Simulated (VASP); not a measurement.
# CaTiSe3 (Pm-3m) in VASP: further runs, part 2 of 2

VASP 6.6.1. Earlier steps stand in the parts before.

**3. Single point, PBE, collinear spin**

This run uses another cell than the first one, of 25.58 Å³/atom.

The input, INCAR:

```
SYSTEM = CaTiSe3
PREC = Accurate
ENCUT = 520
EDIFF = 1E-6
ISMEAR = 0
SIGMA = 0.1
LREAL = .False.
LASPH = .True.
NELM = 150
ALGO = Normal
ISIF = 2
LWAVE = .False.
LCHARG = .False.
ISPIN = 2
MAGMOM = 0 1 0 0 0
LORBIT = 11
LMAXMIX = 4
GGA = PE
NBANDS = 32
```

The input, KPOINTS:

```
Automatic mesh
0
Gamma
  4 4 4
  0 0 0
```

The input, POSCAR:

```
CaTiSe3
1.0
    5.0381084300      0.0000000000      0.0000000000
    0.0000000000      5.0381084300      0.0000000000
    0.0000000000      0.0000000000      5.0381084300
Ca Ti Se
1 1 3
Direct
    0.5000000000      0.5000000000      0.5000000000
    0.0000000000      0.0000000000      0.0000000000
    0.5000000000      0.0000000000      0.0000000000
    0.0000000000      0.5000000000      0.0000000000
    0.0000000000      0.0000000000      0.5000000000
```

Potentials or basis: VASP PAW PBE potentials, release 64 (Ca_sv, Ti_sv, Se).

Started as:

```
$ cat potpaw_PBE.64/Ca_sv/POTCAR potpaw_PBE.64/Ti_sv/POTCAR potpaw_PBE.64/Se/POTCAR > POTCAR
$ mpirun -np 1 vasp_std > vasp.out
```

OUTCAR:

```text
SYSTEM = CaTiSe3
   PREC = Accurate
   ENCUT = 520
   EDIFF = 1E-6
   ISMEAR = 0
   LREAL = .False.
   LASPH = .True.
   NELM = 150
   ISIF = 2
   ISPIN = 2
   LORBIT = 11
   GGA = PE

 ion  position               nearest neighbor table
   1  0.500  0.500  0.500-
   2  0.000  0.000  0.000-   3 2.52   4 2.52   5 2.52   5 2.52   4 2.52   3 2.52
   3  0.500  0.000  0.000-   2 2.52   2 2.52
   4  0.000  0.500  0.000-   2 2.52   2 2.52
   5  0.000  0.000  0.500-   2 2.52   2 2.52

  LATTYP: Found a simple cubic cell.
 ALAT       =     5.0381084300

  Lattice vectors:

 A1 = (   5.0381084300,   0.0000000000,   0.0000000000)
 A2 = (   0.0000000000,   5.0381084300,   0.0000000000)
 A3 = (   0.0000000000,   0.0000000000,   5.0381084300)

Analysis of symmetry for initial positions (statically):
=====================================================================
 Subroutine PRICEL returns:
 Original cell was already a primitive cell.

 Routine SETGRP: Setting up the symmetry group for a
 simple cubic supercell.

 Subroutine GETGRP returns: Found 48 space group operations
 (whereof 48 operations were pure point group operations)
 out of a pool of 48 trial point group operations.

The static configuration has the point symmetry O_h .

Analysis of symmetry for dynamics (positions and initial velocities):
=====================================================================
 Subroutine PRICEL returns:
 Original cell was already a primitive cell.

 Routine SETGRP: Setting up the symmetry group for a
 simple cubic supercell.

 Subroutine GETGRP returns: Found 48 space group operations
 (whereof 48 operations were pure point group operations)
 out of a pool of 48 trial point group operations.

The dynamic configuration has the point symmetry O_h .

Analysis of structural, dynamic, and magnetic symmetry:
=====================================================================
 Subroutine PRICEL returns:
 Original cell was already a primitive cell.
[... 154 lines left out ...]
 fundamental gap:      0.1586439835
 Fermi energy:         3.8657836013

 spin component 1

 k-point     1 :       0.0000    0.0000    0.0000
  band No.  band energies     occupation
      1     -53.9055      1.00000
      2     -38.6069      1.00000
      3     -30.1578      1.00000
      4     -30.1578      1.00000
      5     -30.1578      1.00000
      6     -19.5424      1.00000
[... 339 lines left out ...]
     31       8.9021      0.00000
     32      10.3573      0.00000
 Fermi energy:         3.8657836013

 spin component 2

 k-point     1 :       0.0000    0.0000    0.0000
  band No.  band energies     occupation
      1     -53.9054      1.00000
      2     -38.6070      1.00000
      3     -30.1577      1.00000
      4     -30.1577      1.00000
      5     -30.1577      1.00000
      6     -19.5425      1.00000
[... 339 lines left out ...]
     31       8.9021      0.00000
     32      10.3574      0.00000

------------------------ aborting loop because EDIFF is reached ----------------------------------------

  FORCE on cell =-STRESS in cart. coord.  units (eV):
  Direction    XX          YY          ZZ          XY          YZ          ZX
  --------------------------------------------------------------------------------------
  -------------------------------------------------------------------------------------
  Total       -1.5462373     -1.5462373     -1.5462373     -0.0000000     -0.0000000     -0.0000000
  in kB      -19.3724338    -19.3724338    -19.3724338     -0.0000000     -0.0000000     -0.0000000
  external PRESSURE =     -19.3724338 kB  Pullay stress =       0.0000000 kB

 VOLUME and BASIS-vectors are now :
 -----------------------------------------------------------------------------
  energy-cutoff  :      520.00
  volume of cell :      127.88
      direct lattice vectors                 reciprocal lattice vectors
     5.038108430  0.000000000  0.000000000     0.198487193  0.000000000  0.000000000
     0.000000000  5.038108430  0.000000000     0.000000000  0.198487193  0.000000000
     0.000000000  0.000000000  5.038108430     0.000000000  0.000000000  0.198487193

 POSITION                                       TOTAL-FORCE (eV/Angst)
 -----------------------------------------------------------------------------------
      2.51905      2.51905      2.51905         0.000000      0.000000      0.000000
      0.00000      0.00000      0.00000         0.000000      0.000000      0.000000
      2.51905      0.00000      0.00000         0.000000      0.000000      0.000000
      0.00000      2.51905      0.00000         0.000000      0.000000      0.000000
      0.00000      0.00000      2.51905         0.000000      0.000000      0.000000
 -----------------------------------------------------------------------------------
    total drift:                               -0.000000      0.000000     -0.000000

  FREE ENERGIE OF THE ION-ELECTRON SYSTEM (eV)
  ---------------------------------------------------
  free  energy   TOTEN  =       -25.9384778762 eV

  energy  without entropy=      -25.9339867573  energy(sigma->0) =      -25.93623232

 total charge

# of ion       s       p       d       tot
------------------------------------------
    1        2.006   5.821   0.149   7.975
    2        2.171   6.150   1.851  10.171
    3        1.459   2.390   0.022   3.870
    4        1.459   2.390   0.022   3.870
    5        1.459   2.390   0.022   3.870
--------------------------------------------------
tot          8.553  19.139   2.066  29.758

 magnetization (x)

# of ion       s       p       d       tot
------------------------------------------
    1       -0.000  -0.000  -0.000  -0.000
    2        0.000   0.000   0.000   0.000
    3       -0.000  -0.000   0.000  -0.000
    4       -0.000  -0.000   0.000  -0.000
    5       -0.000  -0.000   0.000  -0.000
--------------------------------------------------
tot         -0.000  -0.000   0.000   0.000
```

It took 4.1 min on 1 thread of AMD EPYC, shared host; peak memory 0.29 GiB.

What came out:

```yaml
Free_energy: -25.9385 eV
Pressure: -1.9 GPa
Band_gap_on_the_k_mesh: zero (filled and empty bands overlap)
Net_moment: 0.00 μB per cell
Valence_electrons_inside_the_program's_atomic_spheres: Ca 7.97; Ti 10.17; Se 3.87
```

Levels at points of the mesh, in eV from the Fermi level:
Spin up:
| k point | band 17 | band 18 | band 19 | band 20 | band 21 | band 22 | band 23 | band 24 |
| --- | --- | --- | --- | --- | --- | --- | --- | --- |
| (0.00, 0.00, 0.00) | -1.22 | -0.39 | -0.39 | -0.39 | -0.17 | -0.17 | -0.17 | 0.96 |
| (0.50, 0.00, 0.00) | -2.71 | -2.03 | -0.76 | -0.76 | -0.09 | 1.04 | 1.43 | 1.43 |
| (0.50, 0.50, 0.00) | -2.69 | -2.27 | -2.27 | 0.07 | 1.20 | 1.33 | 1.33 | 1.48 |
| (0.50, 0.50, 0.50) | -3.36 | 0.23 | 0.23 | 0.23 | 1.40 | 1.40 | 1.40 | 1.44 |
Spin down:
```
           k point  band 16  band 17  band 18  band 19  band 20  band 21  band 22  band 23  band 24  band 25
(0.00, 0.00, 0.00)    -1.22    -1.22    -0.39    -0.39    -0.39    -0.17    -0.17    -0.17     0.96     0.96
(0.50, 0.00, 0.00)    -2.71    -2.71    -2.03    -0.76    -0.76    -0.09     1.04     1.43     1.43     2.17
(0.50, 0.50, 0.00)    -2.78    -2.69    -2.27    -2.27     0.07     1.21     1.33     1.33     1.48     2.70
(0.50, 0.50, 0.50)    -3.36    -3.36     0.23     0.23     0.23     1.40     1.40     1.40     1.44     2.63
```

**4. Relaxation of cell and atoms, PBE**

This run uses another cell than the first one, of 25.58 Å³/atom.

The input, INCAR:

```
SYSTEM = CaTiSe3
PREC = Accurate
ENCUT = 600
EDIFF = 1E-6
ISMEAR = 0
SIGMA = 0.1
LREAL = .False.
LASPH = .True.
NELM = 80
ALGO = Normal
ISIF = 3
LWAVE = .False.
LCHARG = .False.
GGA = PE
IBRION = 2
NSW = 100
EDIFFG = -0.01
```

The input, KPOINTS:

```
regular mesh
0
Gamma
  8 8 8
  0 0 0
```

POSCAR is that of step 3.

Started as:

```
$ cat potpaw_PBE.64/Ca_sv/POTCAR potpaw_PBE.64/Ti_sv/POTCAR potpaw_PBE.64/Se/POTCAR > POTCAR
$ mpirun -np 1 vasp_std > vasp.out
```

Run time: 12 min. Hardware: 1 thread of AMD EPYC, shared host; peak memory 0.32 GiB.

The run converged. Its results:

```
Free energy                           : -25.9133 eV
Relaxed volume                        : 24.90 Å³/atom
Relaxed cell                          : a = 4.993 Å, b = 4.993 Å, c = 4.993 Å, α = 90.00°, β = 90.00°, γ = 90.00°
Space group after relaxing (to 0.1 Å) : Pm-3m (No. 221)
Energy gained by relaxing             : 3.5 meV/atom
Ionic steps                           : 3
Pressure after relaxing               : 0.0 GPa
Band gap on the k mesh                : zero (bands 20 and 21 overlap by 0.62 eV)
```

Step by step:
| step | energy change (eV) | largest force (eV/Å) | pressure (GPa) | volume (Å³) |
| --- | --- | --- | --- | --- |
| 1 | 0.0000 | 0.0000 | -1.61 | 127.88 |
| 2 | -0.0148 | 0.0000 | 0.67 | 123.19 |
| 3 | -0.0174 | 0.0000 | 0.00 | 124.48 |

Final structure:
```
Ca Ti Se
1.0
     4.99305    0.00000    0.00000
     0.00000    4.99305    0.00000
     0.00000    0.00000    4.99305
Ca Ti Se
1 1 3
Cartesian
  2.4965 2.4965 2.4965
  0.0000 0.0000 0.0000
  2.4965 0.0000 0.0000
  0.0000 2.4965 0.0000
  0.0000 0.0000 2.4965
```

Levels at points of the mesh, in eV from the Fermi level:
```csv
k point,band 17,band 18,band 19,band 20,band 21,band 22,band 23,band 24
"(0.00, 0.00, 0.00)",-1.32,-0.46,-0.46,-0.46,-0.42,-0.42,-0.42,0.76
"(0.50, 0.00, 0.00)",-2.91,-2.18,-0.84,-0.84,-0.33,0.85,1.28,1.28
"(0.50, 0.50, 0.00)",-2.86,-2.40,-2.40,0.03,1.02,1.17,1.17,1.33
"(0.50, 0.50, 0.50)",-3.61,0.20,0.20,0.20,1.22,1.22,1.22,1.37
```

**5. Summary**

```tsv
task	spin	cell	k mesh	cutoff (eV)	gap on the mesh (eV)	pressure (GPa)
single point	off	a = 4.991 Å, 5 atoms	8 × 8 × 8	520	none	0.1
single point	collinear	a = 5.038 Å, 5 atoms	4 × 4 × 4	520	none	-1.9
relaxation of cell and atoms	off	relaxed from a = 5.038 Å, 5 atoms	8 × 8 × 8	600	none	0.0
```

Alike in all rows: level PBE; potentials or basis VASP PAW PBE potentials, release 64 (Ca_sv, Ti_sv, Se); smearing gaussian 0.1 eV.

Absolute energies hang on the potentials; compare differences alone.
